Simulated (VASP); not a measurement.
# Ba (P6/mmm) in VASP: further runs

Ba is run at these levels: PBEsol; tasks: single point.

All numbers are computed with VASP 6.6.1; they aren't measurements. Logs are shortened: lines on timing, memory, paths and dates and some standing lists are left out, and cuts for length are marked.

## 1. The cell of the first run

The structure is hexagonal, space group P6/mmm (No. 191). The conventional cell has a = 4.283 Å, b = 4.283 Å, c = 3.887 Å, α = 90.00°, β = 90.00°, γ = 120.00°. Ba (site symmetry 6/mmm) has 8 Ba at 3.89 to 4.28 Å within 5.1 Å.

## 2. Single point, PBEsol

The input, INCAR:

```
SYSTEM = Ba
PREC = Accurate ; ENCUT = 520
EDIFF = 1E-6 ; ISMEAR = -1
SIGMA = 0.1 ; LREAL = .FALSE.
LASPH = .TRUE. ; NELM = 80
ALGO = Normal ; ISIF = 2
LWAVE = .FALSE. ; LCHARG = .FALSE.
GGA = PS ; NBANDS = 11
```

The input, KPOINTS:

```
regular mesh
0
G
  8 8 7
  0 0 0
```

The input, POSCAR:

```
Ba
1.0
    4.2826758234      0.0000000000      0.0000000000
   -2.1413379117      3.7089060538      0.0000000000
    0.0000000000      0.0000000000      3.8871479898
Ba
1
Direct
    0.0000000000      0.0000000000      0.0000000000
```

Potentials or basis: VASP PAW PBE potentials, release 64 (Ba_sv).

On the command line:

```sh
> cat potpaw_PBE.64/Ba_sv/POTCAR > POTCAR
> mpirun -np 1 vasp_std > vasp.out
```

OUTCAR:

```text
SYSTEM = Ba
   PREC = Accurate
   ENCUT = 520
   EDIFF = 1E-6
   ISMEAR = -1
   LREAL = .FALSE.
   LASPH = .TRUE.
   NELM = 80
   ISIF = 2
   GGA = PS

 ion  position               nearest neighbor table
   1  0.000  0.000  0.000-

  LATTYP: Found a hexagonal cell.
 ALAT       =     4.2826758234
 C/A-ratio  =     0.9076446946

  Lattice vectors:

 A1 = (   4.2826758234,   0.0000000000,   0.0000000000)
 A2 = (  -2.1413379117,   3.7089060538,   0.0000000000)
 A3 = (   0.0000000000,   0.0000000000,   3.8871479898)

Analysis of symmetry for initial positions (statically):
=====================================================================
 Subroutine PRICEL returns:
 Original cell was already a primitive cell.

 Routine SETGRP: Setting up the symmetry group for a
 hexagonal supercell.

 Subroutine GETGRP returns: Found 24 space group operations
 (whereof 24 operations were pure point group operations)
 out of a pool of 24 trial point group operations.

The static configuration has the point symmetry D_6h.

Analysis of symmetry for dynamics (positions and initial velocities):
=====================================================================
 Subroutine PRICEL returns:
 Original cell was already a primitive cell.

 Routine SETGRP: Setting up the symmetry group for a
 hexagonal supercell.

 Subroutine GETGRP returns: Found 24 space group operations
 (whereof 24 operations were pure point group operations)
 out of a pool of 24 trial point group operations.

The dynamic configuration has the point symmetry D_6h.

 Subroutine INISYM returns: Found 24 space group operations
 (whereof 24 operations are pure point group operations),
 and found     1 'primitive' translations

----------------------------------------------------------------------------------------

                                     Primitive cell

  volume of cell :      61.7436

  direct lattice vectors                    reciprocal lattice vectors
     4.282675823  0.000000000  0.000000000     0.233498878  0.134810640  0.000000000
    -2.141337912  3.708906054  0.000000000     0.000000000  0.269621281  0.000000000
     0.000000000  0.000000000  3.887147990     0.000000000  0.000000000  0.257258021

  length of vectors
     4.282675823  4.282675819  3.887147990     0.269621280  0.269621281  0.257258021

  position of ions in fractional coordinates (direct lattice)
     0.000000000  0.000000000  0.000000000

  ion indices of the primitive-cell ions
   primitive index   ion index
                 1           1

----------------------------------------------------------------------------------------

 KPOINTS: regular mesh

Automatic generation of k-mesh.
 Grid dimensions read from file:
 generate k-points for:    8    8    7

 Generating k-lattice:

  Cartesian coordinates                     Fractional coordinates (reciprocal lattice)
     0.029187360  0.016851330  0.000000000     0.125000000 -0.000000000  0.000000000
     0.000000000  0.033702660  0.000000000     0.000000000  0.125000000  0.000000000
     0.000000000  0.000000000  0.036751146     0.000000000  0.000000000  0.142857143

  Length of vectors
     0.033702660  0.033702660  0.036751146

  Shift w.r.t. Gamma in fractional coordinates (k-lattice)
     0.000000000  0.000000000  0.000000000

 Subroutine IBZKPT returns following result:
 ===========================================

 Found     40 irreducible k-points:

 Following reciprocal coordinates:
            Coordinates               Weight
  0.000000  0.000000  0.000000      1.000000
  0.125000 -0.000000  0.000000      6.000000
  0.250000 -0.000000  0.000000      6.000000
  0.375000  0.000000  0.000000      6.000000
  0.500000 -0.000000  0.000000      3.000000
  0.125000  0.125000  0.000000      6.000000
[... 16 lines left out ...]
  0.250000 -0.000000  0.285714     12.000000
  0.375000  0.000000  0.285714     12.000000
 [... further k-points ...]
   k-points           NKPTS =     40   k-points in BZ     NKDIM =     40   number of bands    NBANDS=     11
   number of dos      NEDOS =    301   number of ions     NIONS =      1
   total plane-waves  NPLWV =  30720
   dimension x,y,z NGX =    32 NGY =   32 NGZ =   30
   dimension x,y,z NGXF=    64 NGYF=   64 NGZF=   60
   ions per type =               1
   NGX,Y,Z   is equivalent  to a cutoff of  12.42, 12.42, 12.83 a.u.
   NGXF,Y,Z  is equivalent  to a cutoff of  24.84, 24.84, 25.66 a.u.
 SYSTEM =  Ba
   PREC   = accura    normal or accurate (medium, high low for compatibility)
   ISTART =      0    job   : 0-new  1-cont  2-samecut
   ICHARG =      2    charge: 1-file 2-atom 10-const
   ISPIN  =      1    spin polarized calculation?
   LNONCOLLINEAR =      F non collinear calculations
   LSORBIT =      F    spin-orbit coupling
   LASPH  =      T    aspherical Exc in radial PAW
   ENCUT  =  520.0 eV  38.22 Ry    6.18 a.u.   7.96  7.96  7.23*2*pi/ulx,y,z
   NELM   =     80;   NELMIN=  2; NELMDL= -5     # of ELM steps
   EDIFF  = 0.1E-05   stopping-criterion for ELM
   LREAL  =      F    real-space projection
   EDIFFG = 0.1E-04   stopping-criterion for IOM
   NSW    =      0    number of steps for IOM
   IBRION =     -1    ionic relax: 0-MD 1-quasi-New 2-CG
   NFREE  =      0    steps in history (QN), initial steepest desc. (CG)
   ISIF   =      2    stress and relaxation
   ISYM   =      2    0-nonsym 1-usesym 2-fastsym
   POTIM  = 0.5000    time-step for ionic-motion
   TEBEG  =    0.0;   TEEND  =   0.0 temperature during run
   PSTRESS=    0.0 pullay stress
   NELECT =      10.0000    total number of electrons
   NUPDOWN=      -1.0000    fix difference up-down
   EMIN   =  10.00;   EMAX   =-10.00  energy-range for DOS
   EFERMI =   0.00;   METHOD = LEGACY
   ISMEAR =    -1;   SIGMA  =   0.10  broadening in eV -4-tet -1-fermi 0-gaus
   EFERMI_NEDOS =   21; number of points for ismear=-14 and -15
   IALGO  =     38    algorithm
   IMIX   =      4    mixing-type and parameters
     AMIX     =   0.40;   BMIX     =  1.00
     AMIX_MAG =   1.60;   BMIX_MAG =  1.00
  volume/ion in A,a.u.               =      61.74       416.67
  Fermi-wavevector in a.u.,A,eV,Ry     =   0.892368  1.686332 10.834607  0.796321
  Thomas-Fermi vector in A             =   2.014308
   LORBIT       =      0    0 simple, 1 ext, 2 COOP (PROOUT), +10 PAW based schemes
   GGA     = PS    functional components
   LHFCALC =     F    Hartree Fock is set to
   AEXX    =    0.0000 exact exchange contribution
   IVDW    =     0    specifies the selected vdW correction
   LEPSILON=     F    determine dielectric tensor
   LRPA    =     F    only Hartree local field effects (RPA)
 non-spin polarized calculation
  energy-cutoff  :      520.00
  volume of cell :       61.74
 maximum number of plane-waves:      1676
 NGX is ok and might be reduce to    32
   NGX = 15   NGY = 15   NGZ = 15

 number of electron      10.0000000 magnetization

 Free energy of the ion-electron system (eV)
  ---------------------------------------------------
  ext. energy  EPLUGINS =         0.00000000
  ---------------------------------------------------
  free energy    TOTEN  =        -1.98569910 eV

  energy without entropy =       -1.94216763  energy(sigma->0) =       -1.96393337

 E-fermi :   1.6055     XC(G=0):  -7.5628

 val. band max:        1.5084570800   @ k =   0.3750   0.2500   0.0000
 cond. band min:       1.6440387667   @ k =   0.3750   0.2500   0.2857
 fundamental gap:      0.1355816867
 Fermi energy:         1.6055434274

 k-point     1 :       0.0000    0.0000    0.0000
  band No.  band energies     occupation
      1     -27.4307      2.00000
      2     -12.3295      2.00000
      3     -12.3295      2.00000
      4     -12.2178      2.00000
      5      -1.1169      2.00000
      6       1.6772      0.65613
      7       3.3129      0.00000
      8       3.3129      0.00000
      9       6.5883      0.00000
     10       6.5883      0.00000
     11       7.7082      0.00000

 k-point     2 :       0.1250   -0.0000    0.0000
  band No.  band energies     occupation
      1     -27.4240      2.00000
      2     -12.4118      2.00000
      3     -12.3478      2.00000
      4     -12.2096      2.00000
      5      -0.8488      2.00000
      6       1.7898      0.27354
      7       2.9268      0.00000
      8       3.5856      0.00000
      9       6.0953      0.00000
     10       6.5180      0.00000
     11       8.5107      0.00000

 k-point     3 :       0.2500   -0.0000    0.0000
  band No.  band energies     occupation
      1     -27.4078      2.00000
      2     -12.6025      2.00000
      3     -12.3914      2.00000
      4     -12.1897      2.00000
      5      -0.1801      2.00000
      6       1.9493      0.06227
      7       2.4605      0.00039
      8       4.3699      0.00000
      9       5.3313      0.00000
     10       6.3581      0.00000
     11       8.5194      0.00000

 k-point     4 :       0.3750    0.0000    0.0000
  band No.  band energies     occupation
      1     -27.3915      2.00000
      2     -12.7832      2.00000
      3     -12.4343      2.00000
      4     -12.1698      2.00000
      5       0.4613      1.99998
      6       1.8491      0.16093
      7       2.6139      0.00008
      8       4.7944      0.00000
      9       5.5413      0.00000
     10       6.2103      0.00000
     11       7.7418      0.00000
[... 239 lines left out ...]
 k-point    22 :       0.1250   -0.0000    0.2857
  band No.  band energies     occupation
      1     -27.3808      2.00000
      2     -12.7217      2.00000
      3     -12.3591      2.00000
      4     -12.2987      2.00000
      5       0.1280      2.00000
      6       2.6472      0.00006
      7       3.3199      0.00000
      8       3.9098      0.00000
      9       4.6028      0.00000
     10       4.8035      0.00000
     11       7.8338      0.00000

 k-point    23 :       0.2500   -0.0000    0.2857
  band No.  band energies     occupation
      1     -27.3651      2.00000
      2     -12.6928      2.00000
      3     -12.5400      2.00000
      4     -12.3407      2.00000
      5       0.6623      1.99984
      6       2.3331      0.00138
      7       3.2700      0.00000
      8       4.2051      0.00000
      9       4.3446      0.00000
     10       4.8904      0.00000
     11       8.2356      0.00000

 k-point    24 :       0.3750    0.0000    0.2857
  band No.  band energies     occupation
      1     -27.3492      2.00000
      2     -12.7155      2.00000
      3     -12.6601      2.00000
      4     -12.3820      2.00000
      5       1.0587      1.99160
      6       1.7514      0.37739
      7       3.9360      0.00000
      8       4.2132      0.00000
      9       4.2636      0.00000
     10       5.9223      0.00000
     11       7.8618      0.00000

 [... further k-points ...]
[... 5 lines left out ...]
  --------------------------------------------------------------------------------------
  -------------------------------------------------------------------------------------
  Total       -0.2910551     -0.2910551     -0.0088029      0.0000000     -0.0000000      0.0000000
  in kB       -7.5525501     -7.5525501     -0.2284240      0.0000000     -0.0000000      0.0000000
  external PRESSURE =      -5.1111747 kB  Pullay stress =       0.0000000 kB

 VOLUME and BASIS-vectors are now :
 -----------------------------------------------------------------------------
  energy-cutoff  :      520.00
  volume of cell :       61.74
      direct lattice vectors                 reciprocal lattice vectors
     4.282675823  0.000000000  0.000000000     0.233498878  0.134810640  0.000000000
    -2.141337912  3.708906054  0.000000000     0.000000000  0.269621281  0.000000000
     0.000000000  0.000000000  3.887147990     0.000000000  0.000000000  0.257258021

 POSITION                                       TOTAL-FORCE (eV/Angst)
 -----------------------------------------------------------------------------------
      0.00000      0.00000      0.00000         0.000000      0.000000      0.000000
 -----------------------------------------------------------------------------------
    total drift:                                0.000000      0.000000     -0.000000

  FREE ENERGIE OF THE ION-ELECTRON SYSTEM (eV)
  ---------------------------------------------------
  free  energy   TOTEN  =        -1.9856991026 eV

  energy  without entropy=       -1.9421676288  energy(sigma->0) =       -1.96393337
```

Wall time 16 s (1 thread of AMD EPYC 7R43 (Zen 3), shared host); peak memory 0.15 GiB.

Results:

```
Free energy            : -1.9857 eV
Pressure               : -0.5 GPa
Band gap on the k mesh : zero (band 5 reaches 1.71 eV, above the bottom of band 6 at 1.35 eV)
```

Caveat: the PAW data sets were made with another functional, which shifts forces and pressure a little; spin-orbit coupling is left out, which moves the levels of the heavy elements.

## 3. Single point, PBEsol

This run uses another cell than the first one, of 63.00 Å³/atom, 1.020 times its volume.

The input, INCAR:

```
SYSTEM = Ba
PREC     = Accurate       ! precision mode
ENCUT    = 520            ! plane-wave cutoff, eV
EDIFF    = 1E-6           ! SCF threshold, eV
ISMEAR   = -1             ! smearing method
SIGMA    = 0.1            ! smearing width, eV
LREAL    = .False.        ! projectors in reciprocal space
LASPH    = .True.         ! aspherical terms in the spheres
NELM     = 80             ! most SCF steps
ALGO     = Normal         ! electronic algorithm
ISIF     = 2              ! what is computed and relaxed
LWAVE    = .False.        ! write WAVECAR
LCHARG   = .False.        ! write CHGCAR
GGA      = PS             ! functional
NBANDS   = 11             ! bands
```

The input, KPOINTS:

```
Automatic mesh
0
Gamma
  8 8 7
  0 0 0
```

The input, POSCAR:

```
Ba
1.0
    4.3116137000      0.0000000000      0.0000000000
   -2.1558068500      3.7339669900      0.0000000000
    0.0000000000      0.0000000000      3.9134133000
Ba
1
Direct
    0.0000000000      0.0000000000      0.0000000000
```

Potentials or basis: VASP PAW PBE potentials, release 64 (Ba_sv).

On the command line:

```sh
> cat potpaw_PBE.64/Ba_sv/POTCAR > POTCAR
> mpirun -np 1 vasp_std > vasp.out
```

Run time: 16 s. Hardware: 1 thread of AMD EPYC 7R43 (Zen 3), shared host; peak memory 0.15 GiB.

The run converged. Its results:

```
Free energy            : -1.9812 eV
Pressure               : -0.6 GPa
Band gap on the k mesh : zero (band 5 reaches 1.63 eV, above the bottom of band 6 at 1.29 eV)
```

Stress tensor (GPa, compression positive):
```
-0.89  0.00  0.00
 0.00 -0.89  0.00
 0.00  0.00 -0.16
```

Levels at points of the mesh, in eV from the Fermi level:
```csv
k point,band 3,band 4,band 5,band 6,band 7,band 8
"(0.00, 0.00, 0.00)",-13.97,-13.87,-2.71,0.08,1.69,1.69
"(0.50, 0.00, 0.00)",-14.09,-13.82,-0.96,0.38,0.99,2.96
```

Caveat: the PAW data sets were made with another functional, which shifts forces and pressure a little; spin-orbit coupling is left out, which moves the levels of the heavy elements.

(Continued in part 2 of 2.)
